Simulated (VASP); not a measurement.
# AlSi23HO48 (a cell with a defect) in VASP: a series of runs

AlSi23HO48 (a cell with a defect) is run at these levels: PBE; tasks: single point.

Program: VASP 6.6.1. These are calculated values, not measurements. Logs are shortened: lines on timing, memory, paths and dates and some standing lists are left out, and cuts for length are marked.

### Step 1. The cell of the first run

The cell holds a defect, 73 atoms: a = 9.832 Å, b = 9.832 Å, c = 10.818 Å, α = 90.00°, β = 90.00°, γ = 120.00°.

### Step 2. Single point, PBE

The input, INCAR:

```
SYSTEM = AlSi23HO48
PREC = Accurate ; ENCUT = 520
EDIFF = 1E-7 ; ISMEAR = 0
SIGMA = 0.02 ; LREAL = Auto
LASPH = .TRUE. ; NELM = 100
ALGO = Normal ; ISIF = 2
LWAVE = .FALSE. ; LCHARG = .TRUE.
GGA = PE ; LELF = .TRUE.
LVHAR = .TRUE. ; NBANDS = 234
```

The input, KPOINTS:

```
Automatic mesh
0
G
  1 1 1
  0 0 0
```

The input, POSCAR:

```
AlSi23HO48
1.0
    9.8316000000      0.0000000000      0.0000000000
   -4.9158000000      8.5144150000      0.0000000000
    0.0000000000      0.0000000000     10.8182000000
Si O Al H
23 48 1 1
Direct
    0.2665240000      0.0059135000      0.1655480000
    0.0047801000      0.2668430000      0.3336890000
    0.2385990000      0.2405240000      0.9993619200
    0.2643930000      0.9914680000      0.6636310000
    0.9894460000      0.2647620000      0.8359160000
    0.2293890000      0.2223500000      0.5039390000
    0.2727950000      0.5039720000      0.1701260000
    0.0007480400      0.7714690000      0.3320030000
    0.2399190000      0.7394080000      0.0036103000
    0.0005861100      0.7613600000      0.8352580000
    0.2367220000      0.7327650000      0.4952940000
    0.7737470000      0.0013135000      0.1675400000
    0.4994380000      0.2689920000      0.3361520000
    0.7231280000      0.2276360000      0.0052600000
    0.7672260000      0.0003560100      0.6682640000
    0.4965340000      0.2621350000      0.8323230000
    0.7339230000      0.2294280000      0.4977480000
    0.7650270000      0.5009460000      0.1701520000
    0.5060110000      0.7694440000      0.3373120000
    0.7350110000      0.7342260000      0.0017393000
    0.7695000000      0.4946490000      0.6683140000
    0.5049940000      0.7715690000      0.8364450000
    0.7366290000      0.7353900000      0.5035120000
    0.0669300000      0.1970330000      0.4418620000
    0.3005170000      0.3678670000      0.1107810000
    0.1415150000      0.4331920000      0.2788680000
    0.2055230000      0.0726220000      0.0529050000
    0.3638220000      0.2956960000      0.3956590000
    0.4304760000      0.1432870000      0.2228400000
    0.0774410000      0.2214290000      0.9403120000
    0.2816500000      0.3345550000      0.6226230000
    0.1127490000      0.4436080000      0.7736440000
    0.2025460000      0.0517640000      0.5480320000
    0.3666400000      0.3006510000      0.8886370000
    0.4259760000      0.1307370000      0.7237120000
    0.0744250000      0.7148220000      0.4404160000
    0.2990230000      0.8705150000      0.1122040000
    0.1321980000      0.9367910000      0.2719290000
    0.2122820000      0.5747800000      0.0606630000
    0.3722160000      0.8059320000      0.3878360000
    0.4380460000      0.6385040000      0.2276310000
    0.0725450000      0.7073100000      0.9477570000
    0.2961460000      0.8548910000      0.6125940000
    0.1305640000      0.9238230000      0.7720150000
    0.2046780000      0.5650810000      0.5413850000
    0.3666500000      0.8003610000      0.8916470000
    0.4446260000      0.6419540000      0.7304500000
    0.5694620000      0.2032300000      0.4422660000
    0.7877240000      0.3607110000      0.1128000000
    0.6375250000      0.4354250000      0.2820770000
    0.7013660000      0.0652280000      0.0614060000
    0.8647800000      0.2916250000      0.3887050000
    0.9390500000      0.1430300000      0.2186820000
    0.5593170000      0.1980150000      0.9456520000
    0.7972430000      0.3592890000      0.6087090000
    0.6382200000      0.4247080000      0.7766210000
    0.7041580000      0.0647460000      0.5563510000
    0.8528310000      0.2900690000      0.8935630000
    0.9329220000      0.1411050000      0.7233450000
    0.5690300000      0.7046840000      0.4500810000
    0.8090660000      0.8707120000      0.1071580000
    0.6493380000      0.9307470000      0.2810300000
    0.7023520000      0.5687240000      0.0603190000
    0.8621690000      0.7960110000      0.3902950000
    0.9317650000      0.6379980000      0.2237340000
    0.5714880000      0.7153310000      0.9525590000
    0.7999120000      0.8658140000      0.6135890000
    0.6435860000      0.9394650000      0.7823920000
    0.7160940000      0.5738100000      0.5617710000
    0.8581930000      0.7836980000      0.8863920000
    0.9385760000      0.6183740000      0.7325650000
    0.2790850000      0.5026830000      0.6579390000
    0.0555845300      0.5056806300      0.7577358800
```

Potentials or basis: VASP PAW PBE potentials, release 64 (Si, O, Al, H).

Started as:

```bash
cat potpaw_PBE.64/Si/POTCAR potpaw_PBE.64/O/POTCAR potpaw_PBE.64/Al/POTCAR potpaw_PBE.64/H/POTCAR > POTCAR
mpirun -np 1 vasp_gam > vasp.out
```

OUTCAR:

```text
SYSTEM = AlSi23HO48
   PREC = Accurate
   ENCUT = 520
   EDIFF = 1E-7
   ISMEAR = 0
   LREAL = Auto
   LASPH = .TRUE.
   NELM = 100
   ISIF = 2
   GGA = PE

 ion  position               nearest neighbor table
   1  0.267  0.006  0.166-  29 1.62  37 1.62  38 1.62  27 1.63   3 3.04   9 3.05   8 3.06  13 3.07

   2  0.005  0.267  0.334-  24 1.62  26 1.62  52 1.63  53 1.63  12 3.05   7 3.06  17 3.07   6 3.07

   3  0.239  0.241  0.999-  34 1.62  25 1.62  27 1.62  30 1.63  16 3.03   1 3.04   7 3.06   5 3.13

   4  0.264  0.991  0.664-  43 1.62  33 1.63  35 1.63  44 1.64   6 3.01  11 3.03  10 3.07  16 3.09

   5  0.989  0.265  0.836-  30 1.60  58 1.61  59 1.61  32 1.70  15 3.02  14 3.06   3 3.13
   6  0.229  0.222  0.504-  31 1.60  24 1.63  33 1.63  28 1.64   4 3.01  72 3.04  13 3.06   2 3.07

   7  0.273  0.504  0.170-  41 1.62  26 1.62  25 1.63  39 1.63  19 3.06   3 3.06   2 3.06   9 3.07

   8  0.001  0.771  0.332-  36 1.62  38 1.62  64 1.63  65 1.63  18 3.06   1 3.06  23 3.06  11 3.09
[... 31 lines left out ...]
  24  0.067  0.197  0.442-   2 1.62   6 1.63
  25  0.301  0.368  0.111-   3 1.62   7 1.63
  26  0.142  0.433  0.279-   2 1.62   7 1.62
  27  0.206  0.073  0.053-   3 1.62   1 1.63
  28  0.364  0.296  0.396-  13 1.62   6 1.64
  29  0.430  0.143  0.223-   1 1.62  13 1.63
  30  0.077  0.221  0.940-   5 1.60   3 1.63
  31  0.282  0.335  0.623-   6 1.60  72 1.71
  32  0.113  0.444  0.774-  73 1.03   5 1.70  72 1.90
  33  0.203  0.052  0.548-   4 1.63   6 1.63
  34  0.367  0.301  0.889-   3 1.62  16 1.62
  35  0.426  0.131  0.724-  16 1.62   4 1.63
  36  0.074  0.715  0.440-   8 1.62  11 1.63
  37  0.299  0.871  0.112-   9 1.62   1 1.62
  38  0.132  0.937  0.272-   1 1.62   8 1.62
[... 31 lines left out ...]
  70  0.858  0.784  0.886-  10 1.62  20 1.63
  71  0.939  0.618  0.733-  21 1.64  10 1.65
  72  0.279  0.503  0.658-  47 1.71  31 1.71  45 1.72  32 1.90   6 3.04  11 3.05  22 3.13
  73  0.056  0.506  0.758-  32 1.03

  LATTYP: Found a hexagonal cell.
 ALAT       =     9.8316000000
 C/A-ratio  =     1.1003498922

  Lattice vectors:

 A1 = (   9.8316000000,   0.0000000000,   0.0000000000)
 A2 = (  -4.9158000000,   8.5144150000,   0.0000000000)
 A3 = (   0.0000000000,   0.0000000000,  10.8182000000)

Analysis of symmetry for initial positions (statically):
=====================================================================
 Subroutine PRICEL returns:
 Original cell was already a primitive cell.

 Routine SETGRP: Setting up the symmetry group for a
 hexagonal supercell.

 Subroutine GETGRP returns: Found  1 space group operations
 (whereof  1 operations were pure point group operations)
 out of a pool of 24 trial point group operations.

The static configuration has the point symmetry C_1 .

Analysis of symmetry for dynamics (positions and initial velocities):
=====================================================================
 Subroutine PRICEL returns:
 Original cell was already a primitive cell.

 Routine SETGRP: Setting up the symmetry group for a
 hexagonal supercell.

 Subroutine GETGRP returns: Found  1 space group operations
 (whereof  1 operations were pure point group operations)
 out of a pool of 24 trial point group operations.

The dynamic configuration has the point symmetry C_1 .

 Subroutine INISYM returns: Found  1 space group operations
 (whereof  1 operations are pure point group operations),
 and found     1 'primitive' translations

----------------------------------------------------------------------------------------

                                     Primitive cell

[... 164 lines left out ...]

Automatic generation of k-mesh.
 Grid dimensions read from file:
 generate k-points for:    1    1    1

 Generating k-lattice:

  Cartesian coordinates                     Fractional coordinates (reciprocal lattice)
     0.101712844  0.058723941  0.000000000     1.000000000  0.000000000  0.000000000
     0.000000000  0.117447881  0.000000000     0.000000000  1.000000000  0.000000000
     0.000000000  0.000000000  0.092436819     0.000000000  0.000000000  1.000000000

  Length of vectors
     0.117447877  0.117447881  0.092436819

  Shift w.r.t. Gamma in fractional coordinates (k-lattice)
     0.000000000  0.000000000  0.000000000

 Subroutine IBZKPT returns following result:
 ===========================================

 Found      1 irreducible k-points:

 Following reciprocal coordinates:
            Coordinates               Weight
  0.000000  0.000000  0.000000      1.000000
   k-points           NKPTS =      1   k-points in BZ     NKDIM =      1   number of bands    NBANDS=    234
   number of dos      NEDOS =    301   number of ions     NIONS =     73
   total plane-waves  NPLWV = 512000
   dimension x,y,z NGX =    80 NGY =   80 NGZ =   80
   dimension x,y,z NGXF=   160 NGYF=  160 NGZF=  160
   ions per type =              23  48   1   1
   NGX,Y,Z   is equivalent  to a cutoff of  13.53, 13.53, 12.29 a.u.
   NGXF,Y,Z  is equivalent  to a cutoff of  27.05, 27.05, 24.59 a.u.
 SYSTEM =  AlSi23HO48
   PREC   = accura    normal or accurate (medium, high low for compatibility)
   ISTART =      0    job   : 0-new  1-cont  2-samecut
   ICHARG =      2    charge: 1-file 2-atom 10-const
   ISPIN  =      1    spin polarized calculation?
   LNONCOLLINEAR =      F non collinear calculations
   LSORBIT =      F    spin-orbit coupling
   LASPH  =      T    aspherical Exc in radial PAW
   ENCUT  =  520.0 eV  38.22 Ry    6.18 a.u.  18.28 18.28 20.11*2*pi/ulx,y,z
   NELM   =    100;   NELMIN=  2; NELMDL= -5     # of ELM steps
   EDIFF  = 0.1E-06   stopping-criterion for ELM
   LREAL  =      T    real-space projection
   EDIFFG = 0.1E-05   stopping-criterion for IOM
   NSW    =      0    number of steps for IOM
   IBRION =     -1    ionic relax: 0-MD 1-quasi-New 2-CG
   NFREE  =      0    steps in history (QN), initial steepest desc. (CG)
   ISIF   =      2    stress and relaxation
   ISYM   =      2    0-nonsym 1-usesym 2-fastsym
   POTIM  = 0.5000    time-step for ionic-motion
   TEBEG  =    0.0;   TEEND  =   0.0 temperature during run
   PSTRESS=    0.0 pullay stress
   NELECT =     384.0000    total number of electrons
   NUPDOWN=      -1.0000    fix difference up-down
   EMIN   =  10.00;   EMAX   =-10.00  energy-range for DOS
   EFERMI =   0.00;   METHOD = LEGACY
   ISMEAR =     0;   SIGMA  =   0.02  broadening in eV -4-tet -1-fermi 0-gaus
   EFERMI_NEDOS =   21; number of points for ismear=-14 and -15
   IALGO  =     38    algorithm
   IMIX   =      4    mixing-type and parameters
     AMIX     =   0.40;   BMIX     =  1.00
     AMIX_MAG =   1.60;   BMIX_MAG =  1.00
  volume/ion in A,a.u.               =      12.41        83.72
  Fermi-wavevector in a.u.,A,eV,Ry     =   1.229912  2.324196 20.581296  1.512683
  Thomas-Fermi vector in A             =   2.364781
   LORBIT       =      0    0 simple, 1 ext, 2 COOP (PROOUT), +10 PAW based schemes
   GGA     = PE    functional components
   LHFCALC =     F    Hartree Fock is set to
   AEXX    =    0.0000 exact exchange contribution
   IVDW    =     0    specifies the selected vdW correction
   LEPSILON=     F    determine dielectric tensor
   LRPA    =     F    only Hartree local field effects (RPA)
 non-spin polarized calculation
 Gauss-broadening in eV      SIGMA  =   0.02
  energy-cutoff  :      520.00
  volume of cell :      905.60
 maximum number of plane-waves:     12195
 NGX is ok and might be reduce to    80
   NGX = 37   NGY = 37   NGZ = 41

 number of electron     383.9999997 magnetization

 Free energy of the ion-electron system (eV)
  ---------------------------------------------------
  ext. energy  EPLUGINS =         0.00000000
  ---------------------------------------------------
  free energy    TOTEN  =      -570.24563188 eV

  energy without entropy =     -570.24563188  energy(sigma->0) =     -570.24563188

 E-fermi :   1.4618     XC(G=0):  -9.2686

 val. band max:        1.3677960017   @ k =   0.0000   0.0000   0.0000
 cond. band min:       6.8740795414   @ k =   0.0000   0.0000   0.0000
 fundamental gap:      5.5062835397
 Fermi energy:         1.4618460859

 k-point     1 :       0.0000    0.0000    0.0000
  band No.  band energies     occupation
      1     -18.4671      2.00000
      2     -18.1154      2.00000
      3     -17.8344      2.00000
      4     -17.7714      2.00000
      5     -17.7158      2.00000
      6     -17.7074      2.00000
[... 196 lines left out ...]
    203       9.9075      0.00000
    204       9.9670      0.00000
 [bands above 204 left out]

------------------------ aborting loop because EDIFF is reached ----------------------------------------

  FORCE on cell =-STRESS in cart. coord.  units (eV):
  Direction    XX          YY          ZZ          XY          YZ          ZX
  --------------------------------------------------------------------------------------
  -------------------------------------------------------------------------------------
  Total       12.9761472     16.6922479     16.7986575      1.3762338      1.1273794     -0.4162165
  in kB       22.9573801     29.5318999     29.7201596      2.4348308      1.9945579     -0.7363695
  external PRESSURE =      27.4031465 kB  Pullay stress =       0.0000000 kB

 VOLUME and BASIS-vectors are now :
 -----------------------------------------------------------------------------
  energy-cutoff  :      520.00
  volume of cell :      905.60
      direct lattice vectors                 reciprocal lattice vectors
     9.831600000  0.000000000  0.000000000     0.101712844  0.058723941  0.000000000
    -4.915800000  8.514415000  0.000000000     0.000000000  0.117447881  0.000000000
     0.000000000  0.000000000 10.818200000     0.000000000  0.000000000  0.092436819

 POSITION                                       TOTAL-FORCE (eV/Angst)
 -----------------------------------------------------------------------------------
      2.59129      0.05035      1.79093         0.009232      0.004855     -0.006552
     -1.26475      2.27201      3.60991        -0.004454      0.018630     -0.000874
      1.16344      2.04792     10.81130        -0.039737      0.003342     -0.017560
     -2.27445      8.44177      7.17929         0.013452      0.022741      0.005365
      8.42632      2.25429      9.04311         0.040447      0.118154     -0.048942
      1.16223      1.89318      5.45171        -0.015997     -0.010583     -0.021358
[... 65 lines left out ...]
      0.27276      4.28005      7.11772        -0.051655     -0.030486      0.069096
     -1.93934      4.30557      8.19734         1.046991     -0.654181      0.204835
 -----------------------------------------------------------------------------------
    total drift:                                0.009325      0.011536      0.004460

  FREE ENERGIE OF THE ION-ELECTRON SYSTEM (eV)
  ---------------------------------------------------
  free  energy   TOTEN  =      -570.2456318846 eV

  energy  without entropy=     -570.2456318846  energy(sigma->0) =     -570.24563188
```

It took 14 min on 1 thread of Intel Xeon Platinum 8259CL at 2.50GHz (Skylake/Cascade Lake), shared host; peak memory 0.96 GiB.

Results:

- Free energy: -570.2456 eV
- Pressure: 2.7 GPa
- Largest force: 1.251 eV/Å
- Band gap on the k mesh: 5.51 eV

Forces in eV/Å, atoms in the order of the input:
```
Si   0.009  0.005 -0.007
Si  -0.004  0.019 -0.001
Si  -0.040  0.003 -0.018
Si   0.013  0.023  0.005
Si   0.040  0.118 -0.049
Si  -0.016 -0.011 -0.021
Si   0.011 -0.004 -0.008
Si  -0.006  0.011 -0.006
Si   0.011 -0.019  0.006
Si  -0.011  0.065  0.056
Si  -0.005  0.011 -0.012
Si   0.008  0.005 -0.004
Si  -0.002  0.007 -0.002
Si   0.008 -0.006 -0.010
Si   0.029  0.018  0.007
Si  -0.020  0.007  0.007
Si  -0.001 -0.020 -0.007
Si   0.016 -0.010 -0.002
Si   0.005  0.006 -0.003
Si  -0.014 -0.013  0.000
Si  -0.051 -0.053 -0.033
Si  -0.013  0.020  0.018
Si  -0.016 -0.008  0.003
O    0.008  0.007  0.002
O   -0.011 -0.001 -0.001
O    0.004 -0.009  0.000
O    0.015 -0.003  0.012
O   -0.008 -0.012  0.009
O   -0.005  0.007  0.005
O    0.027 -0.003  0.019
O    0.003  0.021  0.018
O   -1.035  0.643 -0.236
O    0.005  0.000  0.001
O    0.009 -0.010  0.003
O   -0.016 -0.005  0.001
O    0.004  0.011  0.002
O   -0.012 -0.004 -0.008
O    0.010 -0.010 -0.005
O    0.007  0.010  0.013
O   -0.011 -0.003  0.010
O   -0.008  0.013  0.011
O   -0.009  0.010 -0.022
O   -0.005 -0.014 -0.008
O    0.009 -0.014 -0.013
O    0.020 -0.027  0.012
O    0.002 -0.007  0.004
O   -0.003 -0.022 -0.032
O    0.001  0.015  0.000
O   -0.014  0.004  0.001
O    0.008 -0.004 -0.006
O    0.013 -0.002  0.010
O    0.000 -0.012  0.005
O   -0.005  0.008  0.006
O   -0.007  0.012 -0.013
O   -0.009  0.007 -0.001
O    0.026  0.008 -0.015
O    0.003  0.007  0.000
O   -0.038 -0.018  0.032
O   -0.020 -0.036 -0.019
O   -0.003  0.008 -0.004
O   -0.005 -0.005 -0.009
O    0.003 -0.012 -0.004
O    0.010  0.006 -0.001
O    0.001 -0.012  0.006
O   -0.007  0.007  0.009
O   -0.002  0.012 -0.008
O   -0.003 -0.015 -0.007
O   -0.001 -0.011  0.005
O    0.018  0.011  0.018
O    0.011 -0.017 -0.006
O    0.074 -0.028  0.008
Al  -0.052 -0.030  0.069
H    1.047 -0.654  0.205
```

Stress tensor (GPa, compression positive):
```
 2.30  0.24 -0.07
 0.24  2.95  0.20
-0.07  0.20  2.97
```

Caveat: the k points lie up to 0.74 Å⁻¹ apart.

### Step 3. Single point, PBE

The input, INCAR:

```
SYSTEM = AlSi23HO48
ALGO = Normal ; EDIFF = 1E-6
ENCUT = 520 ; GGA = PE
ISIF = 2 ; ISMEAR = 0
LASPH = .TRUE. ; LCHARG = .FALSE.
LREAL = Auto ; LWAVE = .FALSE.
NBANDS = 234 ; NELM = 80
PREC = Accurate ; SIGMA = 0.02
```

The input, KPOINTS:

```
k-points
0
G
  1 1 1
  0 0 0
```

Changes to POSCAR since step 2:

```diff
@@ -80,2 +80,2 @@
     0.2790850000      0.5026830000      0.6579390000
-    0.0555845300      0.5056806300      0.7577358800
+    0.0511445700      0.5105018000      0.7565003000
```

Potentials or basis: VASP PAW PBE potentials, release 64 (Si, O, Al, H).

Started as:

```bash
cat potpaw_PBE.64/Si/POTCAR potpaw_PBE.64/O/POTCAR potpaw_PBE.64/Al/POTCAR potpaw_PBE.64/H/POTCAR > POTCAR
mpirun -np 1 vasp_gam > vasp.out
```

Run time: 12 min. Hardware: 1 thread of Intel Xeon Platinum 8259CL at 2.50GHz (Skylake/Cascade Lake), shared host; peak memory 0.98 GiB.

It converged, with:

```yaml
Free_energy: -570.0723 eV
Pressure: 2.6 GPa
Largest_force: 2.875 eV/Å
Band_gap_on_the_k_mesh: 5.46 eV
```

Forces in eV/Å, atoms in the order of the input:
```
Si   0.009  0.010 -0.010
Si   0.004  0.020  0.000
Si  -0.074  0.011 -0.033
Si   0.027  0.044 -0.016
Si   0.050  0.327 -0.144
Si  -0.027  0.008 -0.006
Si   0.007 -0.008 -0.018
Si  -0.004  0.016 -0.014
Si   0.051 -0.035  0.006
Si  -0.012  0.206  0.191
Si   0.023 -0.012 -0.017
Si   0.004  0.015 -0.009
Si  -0.009  0.005 -0.006
Si   0.034 -0.005 -0.032
Si   0.040  0.050  0.032
Si  -0.038 -0.013  0.031
Si   0.010 -0.039 -0.022
Si   0.020 -0.020 -0.001
Si   0.001  0.005 -0.007
Si  -0.043 -0.017  0.023
Si  -0.166 -0.189 -0.114
Si  -0.023  0.004  0.000
Si  -0.039  0.019 -0.012
O    0.007  0.004 -0.003
O   -0.007  0.001  0.005
O    0.002 -0.009  0.002
O    0.022 -0.011  0.017
O   -0.002 -0.013  0.005
O   -0.004  0.007  0.006
O    0.054 -0.031  0.054
O    0.027  0.005 -0.005
O   -2.384  1.478 -0.499
O    0.010 -0.012  0.006
O    0.027 -0.011 -0.003
O   -0.017 -0.006  0.000
O   -0.004  0.011  0.007
O   -0.018 -0.006 -0.010
O    0.009 -0.014 -0.002
O    0.003  0.019  0.020
O   -0.012  0.002  0.009
O   -0.005  0.016  0.014
O   -0.044  0.005 -0.059
O   -0.016 -0.011  0.000
O   -0.006 -0.052 -0.010
O    0.009  0.003 -0.026
O   -0.007  0.001  0.011
O    0.020  0.000 -0.030
O    0.005  0.019  0.005
O   -0.020  0.011  0.008
O    0.008 -0.002 -0.004
O    0.014 -0.009  0.018
O   -0.007 -0.010  0.010
O   -0.006  0.006  0.008
O   -0.017  0.015 -0.019
O   -0.021  0.048  0.022
O    0.057  0.045 -0.031
O   -0.004  0.011 -0.006
O   -0.095 -0.043  0.072
O   -0.034 -0.094 -0.039
O    0.006  0.006  0.000
O    0.001 -0.012 -0.015
O    0.004 -0.014 -0.002
O    0.012  0.011 -0.007
O    0.001 -0.017  0.011
O   -0.007  0.009  0.010
O    0.011  0.013 -0.002
O    0.007 -0.033 -0.014
O   -0.003 -0.014  0.005
O    0.049  0.008  0.051
O    0.045 -0.034 -0.045
O    0.261 -0.110  0.008
Al  -0.167 -0.060  0.159
H    2.391 -1.528  0.466
```

Stress tensor (GPa, compression positive):
```
 2.01  0.43 -0.11
 0.43  2.84  0.27
-0.11  0.27  2.97
```

Levels at points of the mesh, in eV from the valence-band top:
| k point | band 188 | band 189 | band 190 | band 191 | band 192 | band 193 | band 194 | band 195 | band 196 | band 197 |
| --- | --- | --- | --- | --- | --- | --- | --- | --- | --- | --- |
| (0.00, 0.00, 0.00) | -0.31 | -0.29 | -0.13 | -0.08 | 0.00 | 5.46 | 7.05 | 7.51 | 7.75 | 7.79 |

Caveat: the k points lie up to 0.74 Å⁻¹ apart.

[end of part 1 of 2]
